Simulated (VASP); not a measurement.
# HfB2 (P6/mmm) in VASP: notebook

The runs below take HfB2 through single point, relaxation of cell and atoms, with PBE.

All numbers are computed with VASP 6.6.1; they aren't measurements. Logs are shortened: lines on timing, memory, paths and dates and some standing lists are left out, and cuts for length are marked.

## Step 1: The cell of the first run

Symmetry: P6/mmm, No. 191, hexagonal system. The conventional cell has a = 3.153 Å, b = 3.153 Å, c = 3.499 Å, α = 90.00°, β = 90.00°, γ = 120.00°. Hf (site symmetry 6/mmm) has 12 B at 2.52 Å and 6 Hf at 3.15 Å within 3.3 Å. Within 2.4 Å of B (site symmetry -6m2) lie 3 B at 1.82 Å.

## Step 2: Single point, PBE

File INCAR:

```
ALGO     = Normal         # electronic algorithm
EDIFF    = 1E-6           # SCF threshold, eV
ENCUT    = 520            # plane-wave cutoff, eV
GGA      = PE             # functional
ISIF     = 2              # what is computed and relaxed
ISMEAR   = 1              # smearing method
LASPH    = T              # aspherical terms in the spheres
LCHARG   = F              # write CHGCAR
LREAL    = F              # projectors in reciprocal space
LWAVE    = F              # write WAVECAR
NBANDS   = 15             # bands
NELM     = 60             # most SCF steps
PREC     = Accurate       # precision mode
SIGMA    = 0.1            # smearing width, eV
```

File KPOINTS:

```
k-points
0
Gamma
  12 12 10
```

File POSCAR:

```
HfB2
1.0
    3.1527180148      0.0000000000      0.0000000000
   -1.5763590074      2.7303338918      0.0000000000
    0.0000000000      0.0000000000      3.4988907582
Hf B
1 2
Direct
    0.0000000000      0.0000000000      0.0000000000
    0.3333333333      0.6666666667      0.5000000000
    0.6666666667      0.3333333333      0.5000000000
```

Potentials or basis: VASP PAW PBE potentials, release 64 (Hf_pv, B).

Command:

```console
$ cat potpaw_PBE.64/Hf_pv/POTCAR potpaw_PBE.64/B/POTCAR > POTCAR
$ mpirun -np 1 vasp_std > vasp.out
```

OUTCAR:

```text
EDIFF = 1E-6
   ENCUT = 520
   GGA = PE
   ISIF = 2
   ISMEAR = 1
   LASPH = T
   LREAL = F
   NELM = 60
   PREC = Accurate

 ion  position               nearest neighbor table
   1  0.000  0.000  0.000-   2 2.52   3 2.52   2 2.52   3 2.52   3 2.52   3 2.52   2 2.52   2 2.52
                             3 2.52   3 2.52   2 2.52   2 2.52
   2  0.333  0.667  0.500-   3 1.82   3 1.82   3 1.82   1 2.52   1 2.52   1 2.52   1 2.52   1 2.52
                             1 2.52
   3  0.667  0.333  0.500-   2 1.82   2 1.82   2 1.82   1 2.52   1 2.52   1 2.52   1 2.52   1 2.52
                             1 2.52

  LATTYP: Found a hexagonal cell.
 ALAT       =     3.1527180148
 C/A-ratio  =     1.1098013656

  Lattice vectors:

 A1 = (   3.1527180148,   0.0000000000,   0.0000000000)
 A2 = (  -1.5763590074,   2.7303338918,   0.0000000000)
 A3 = (   0.0000000000,   0.0000000000,   3.4988907582)

Analysis of symmetry for initial positions (statically):
=====================================================================
 Subroutine PRICEL returns:
 Original cell was already a primitive cell.

 Routine SETGRP: Setting up the symmetry group for a
 hexagonal supercell.

 Subroutine GETGRP returns: Found 24 space group operations
 (whereof 24 operations were pure point group operations)
 out of a pool of 24 trial point group operations.

The static configuration has the point symmetry D_6h.

Analysis of symmetry for dynamics (positions and initial velocities):
=====================================================================
 Subroutine PRICEL returns:
 Original cell was already a primitive cell.

 Routine SETGRP: Setting up the symmetry group for a
 hexagonal supercell.

 Subroutine GETGRP returns: Found 24 space group operations
 (whereof 24 operations were pure point group operations)
 out of a pool of 24 trial point group operations.

The dynamic configuration has the point symmetry D_6h.

 Subroutine INISYM returns: Found 24 space group operations
 (whereof 24 operations are pure point group operations),
 and found     1 'primitive' translations

----------------------------------------------------------------------------------------

                                     Primitive cell

  volume of cell :      30.1184

  direct lattice vectors                    reciprocal lattice vectors
     3.152718015  0.000000000  0.000000000     0.317186629  0.183127786  0.000000000
    -1.576359007  2.730333892  0.000000000     0.000000000  0.366255572  0.000000000
     0.000000000  0.000000000  3.498890758     0.000000000  0.000000000  0.285804865

  length of vectors
     3.152718015  3.152718015  3.498890758     0.366255572  0.366255572  0.285804865

  position of ions in fractional coordinates (direct lattice)
     0.000000000  0.000000000  0.000000000
     0.333333333  0.666666667  0.500000000
     0.666666667  0.333333333  0.500000000

  ion indices of the primitive-cell ions
   primitive index   ion index
                 1           1
                 2           2
                 3           3

----------------------------------------------------------------------------------------

 KPOINTS: k-points

Automatic generation of k-mesh.
 Grid dimensions read from file:
 generate k-points for:   12   12   10

 Generating k-lattice:

  Cartesian coordinates                     Fractional coordinates (reciprocal lattice)
     0.026432219  0.015260649  0.000000000     0.083333333  0.000000000  0.000000000
     0.000000000  0.030521298  0.000000000     0.000000000  0.083333333  0.000000000
     0.000000000  0.000000000  0.028580486     0.000000000  0.000000000  0.100000000

  Length of vectors
     0.030521298  0.030521298  0.028580486

  Shift w.r.t. Gamma in fractional coordinates (k-lattice)
     0.000000000  0.000000000  0.000000000

 Subroutine IBZKPT returns following result:
 ===========================================

 Found    114 irreducible k-points:

 Following reciprocal coordinates:
            Coordinates               Weight
  0.000000  0.000000  0.000000      1.000000
  0.083333 -0.000000  0.000000      6.000000
  0.166667 -0.000000  0.000000      6.000000
  0.250000 -0.000000  0.000000      6.000000
  0.333333  0.000000  0.000000      6.000000
  0.416667 -0.000000  0.000000      6.000000
[... 16 lines left out ...]
  0.250000 -0.000000  0.100000     12.000000
  0.333333  0.000000  0.100000     12.000000
 [... further k-points ...]
   k-points           NKPTS =    114   k-points in BZ     NKDIM =    114   number of bands    NBANDS=     15
   number of dos      NEDOS =    301   number of ions     NIONS =      3
   total plane-waves  NPLWV =  16128
   dimension x,y,z NGX =    24 NGY =   24 NGZ =   28
   dimension x,y,z NGXF=    48 NGYF=   48 NGZF=   56
   ions per type =               1   2
   NGX,Y,Z   is equivalent  to a cutoff of  12.66, 12.66, 13.30 a.u.
   NGXF,Y,Z  is equivalent  to a cutoff of  25.31, 25.31, 26.61 a.u.
 SYSTEM =  unknown system
   PREC   = accura    normal or accurate (medium, high low for compatibility)
   ISTART =      0    job   : 0-new  1-cont  2-samecut
   ICHARG =      2    charge: 1-file 2-atom 10-const
   ISPIN  =      1    spin polarized calculation?
   LNONCOLLINEAR =      F non collinear calculations
   LSORBIT =      F    spin-orbit coupling
   LASPH  =      T    aspherical Exc in radial PAW
   ENCUT  =  520.0 eV  38.22 Ry    6.18 a.u.   5.86  5.86  6.51*2*pi/ulx,y,z
   NELM   =     60;   NELMIN=  2; NELMDL= -5     # of ELM steps
   EDIFF  = 0.1E-05   stopping-criterion for ELM
   LREAL  =      F    real-space projection
   EDIFFG = 0.1E-04   stopping-criterion for IOM
   NSW    =      0    number of steps for IOM
   IBRION =     -1    ionic relax: 0-MD 1-quasi-New 2-CG
   NFREE  =      0    steps in history (QN), initial steepest desc. (CG)
   ISIF   =      2    stress and relaxation
   ISYM   =      2    0-nonsym 1-usesym 2-fastsym
   POTIM  = 0.5000    time-step for ionic-motion
   TEBEG  =    0.0;   TEEND  =   0.0 temperature during run
   PSTRESS=    0.0 pullay stress
   NELECT =      16.0000    total number of electrons
   NUPDOWN=      -1.0000    fix difference up-down
   EMIN   =  10.00;   EMAX   =-10.00  energy-range for DOS
   EFERMI =   0.00;   METHOD = LEGACY
   ISMEAR =     1;   SIGMA  =   0.10  broadening in eV -4-tet -1-fermi 0-gaus
   EFERMI_NEDOS =   21; number of points for ismear=-14 and -15
   IALGO  =     38    algorithm
   IMIX   =      4    mixing-type and parameters
     AMIX     =   0.40;   BMIX     =  1.00
     AMIX_MAG =   1.60;   BMIX_MAG =  1.00
  volume/ion in A,a.u.               =      10.04        67.75
  Fermi-wavevector in a.u.,A,eV,Ry     =   1.325881  2.505551 23.918488  1.757959
  Thomas-Fermi vector in A             =   2.455309
   LORBIT       =      0    0 simple, 1 ext, 2 COOP (PROOUT), +10 PAW based schemes
   GGA     = PE    functional components
   LHFCALC =     F    Hartree Fock is set to
   AEXX    =    0.0000 exact exchange contribution
   IVDW    =     0    specifies the selected vdW correction
   LEPSILON=     F    determine dielectric tensor
   LRPA    =     F    only Hartree local field effects (RPA)
 non-spin polarized calculation
 Methfessel and Paxton  Order N= 1 SIGMA  =   0.10
  energy-cutoff  :      520.00
  volume of cell :       30.12
 maximum number of plane-waves:       832
 NGX is ok and might be reduce to    24
   NGX = 11   NGY = 11   NGZ = 13

 number of electron      15.9999998 magnetization

 Free energy of the ion-electron system (eV)
  ---------------------------------------------------
  ext. energy  EPLUGINS =         0.00000000
  ---------------------------------------------------
  free energy    TOTEN  =       -26.40006164 eV

  energy without entropy =      -26.39953631  energy(sigma->0) =      -26.39988653

 E-fermi :   7.7269     XC(G=0): -12.5332

 val. band max:        7.7204687160   @ k =   0.0833   0.0833   0.3000
 cond. band min:       7.7775107710   @ k =   0.0833   0.0833   0.3000
 fundamental gap:      0.0570420550
 Fermi energy:         7.7268728461

 k-point     1 :       0.0000    0.0000    0.0000
  band No.  band energies     occupation
      1     -23.1165      2.00000
      2     -22.6345      2.00000
      3     -22.6345      2.00000
      4      -6.1124      2.00000
      5       4.5869      2.00000
      6       4.7047      2.00000
      7       4.7047      2.00000
      8       4.7681      2.00000
      9      11.5232      0.00000
     10      11.5232      0.00000
     11      12.1400      0.00000
     12      12.1400      0.00000
     13      12.4780      0.00000
     14      12.5093      0.00000
     15      12.5093      0.00000

 k-point     2 :       0.0833   -0.0000    0.0000
  band No.  band energies     occupation
      1     -23.1082      2.00000
      2     -22.6863      2.00000
      3     -22.6460      2.00000
      4      -5.9644      2.00000
      5       4.2771      2.00000
      6       4.6435      2.00000
      7       4.6934      2.00000
      8       4.7372      2.00000
      9      11.0571      0.00000
     10      11.4200      0.00000
     11      11.4851      0.00000
     12      11.7061      0.00000
     13      12.9720      0.00000
     14      13.2829      0.00000
     15      13.5987      0.00000

 k-point     3 :       0.1667   -0.0000    0.0000
  band No.  band energies     occupation
      1     -23.0852      2.00000
      2     -22.8255      2.00000
      3     -22.6773      2.00000
      4      -5.5356      2.00000
      5       3.2605      2.00000
      6       4.3428      2.00000
      7       4.6357      2.00000
      8       5.0942      2.00000
      9       9.9692      0.00000
     10      11.1545      0.00000
     11      11.1956      0.00000
     12      11.8458      0.00000
     13      13.4091      0.00000
     14      14.4434      0.00000
     15      14.5883      0.00000

 k-point     4 :       0.2500   -0.0000    0.0000
  band No.  band energies     occupation
      1     -23.0537      2.00000
      2     -23.0099      2.00000
      3     -22.7197      2.00000
      4      -4.8656      2.00000
      5       2.0181      2.00000
      6       4.0011      2.00000
      7       4.5057      2.00000
      8       5.3322      2.00000
      9       9.6022     -0.00000
     10      10.8245      0.00000
     11      11.2480      0.00000
     12      11.4460      0.00000
     13      13.4814      0.00000
     14      15.1030      0.00000
     15      16.4060      0.00000
[... 307 lines left out ...]
 k-point    22 :       0.1667   -0.0000    0.1000
  band No.  band energies     occupation
      1     -23.1097      2.00000
      2     -22.8230      2.00000
      3     -22.6752      2.00000
      4      -5.3968      2.00000
      5       3.2264      2.00000
      6       3.6484      2.00000
      7       4.6486      2.00000
      8       5.7357      2.00000
      9       9.6349     -0.00000
     10      10.1523      0.00000
     11      12.1433      0.00000
     12      12.2810      0.00000
     13      13.0031      0.00000
     14      14.5865      0.00000
     15      14.8615      0.00000

 k-point    23 :       0.2500   -0.0000    0.1000
  band No.  band energies     occupation
      1     -23.0776      2.00000
      2     -23.0064      2.00000
      3     -22.7175      2.00000
      4      -4.7466      2.00000
      5       1.9745      2.00000
      6       3.6869      2.00000
      7       4.4376      2.00000
      8       5.5477      2.00000
      9       9.4518     -0.00000
     10      10.3273      0.00000
     11      11.4289      0.00000
     12      12.1412      0.00000
     13      13.7286      0.00000
     14      14.9722      0.00000
     15      16.4629      0.00000

 k-point    24 :       0.3333    0.0000    0.1000
  band No.  band energies     occupation
      1     -23.1850      2.00000
      2     -23.0441      2.00000
      3     -22.7593      2.00000
      4      -3.9096      2.00000
      5       0.6682      2.00000
      6       3.6776      2.00000
      7       4.2009      2.00000
      8       5.1914      2.00000
      9       9.7656      0.00000
     10      10.5575      0.00000
     11      10.9501      0.00000
     12      12.4032      0.00000
     13      14.0369      0.00000
     14      15.8188      0.00000
     15      18.3204      0.00000

 [... further k-points ...]

------------------------ aborting loop because EDIFF is reached ----------------------------------------

  FORCE on cell =-STRESS in cart. coord.  units (eV):
  Direction    XX          YY          ZZ          XY          YZ          ZX
  --------------------------------------------------------------------------------------
  -------------------------------------------------------------------------------------
  Total       -0.4597977     -0.4597977     -0.4261487      0.0000000     -0.0000000     -0.0000000
  in kB      -24.4594185    -24.4594185    -22.6694258      0.0000000     -0.0000000     -0.0000000
  external PRESSURE =     -23.8627542 kB  Pullay stress =       0.0000000 kB

 VOLUME and BASIS-vectors are now :
 -----------------------------------------------------------------------------
  energy-cutoff  :      520.00
  volume of cell :       30.12
      direct lattice vectors                 reciprocal lattice vectors
     3.152718015  0.000000000  0.000000000     0.317186629  0.183127786  0.000000000
    -1.576359007  2.730333892  0.000000000     0.000000000  0.366255572  0.000000000
     0.000000000  0.000000000  3.498890758     0.000000000  0.000000000  0.285804865

 POSITION                                       TOTAL-FORCE (eV/Angst)
 -----------------------------------------------------------------------------------
      0.00000      0.00000      0.00000        -0.000000      0.000000      0.000000
     -0.00000      1.82022      1.74945        -0.000000      0.000000      0.000000
      1.57636      0.91011      1.74945         0.000000      0.000000      0.000000
 -----------------------------------------------------------------------------------
    total drift:                               -0.000000      0.000000      0.000000

  FREE ENERGIE OF THE ION-ELECTRON SYSTEM (eV)
  ---------------------------------------------------
  free  energy   TOTEN  =       -26.4000616405 eV

  energy  without entropy=      -26.3995363082  energy(sigma->0) =      -26.39988653
```

Wall time 42 s (1 thread of Intel Xeon Platinum 8259CL at 2.50GHz (Skylake/Cascade Lake), shared host); peak memory 0.18 GiB.

What came out:

```yaml
Free_energy: -26.4001 eV
Pressure: -2.4 GPa
Band_gap_on_the_k_mesh: zero (bands 8 and 9 overlap by 1.28 eV)
```

Caveat: spin-orbit coupling is left out, which moves the levels of the heavy elements.

[end of part 1 of 2]
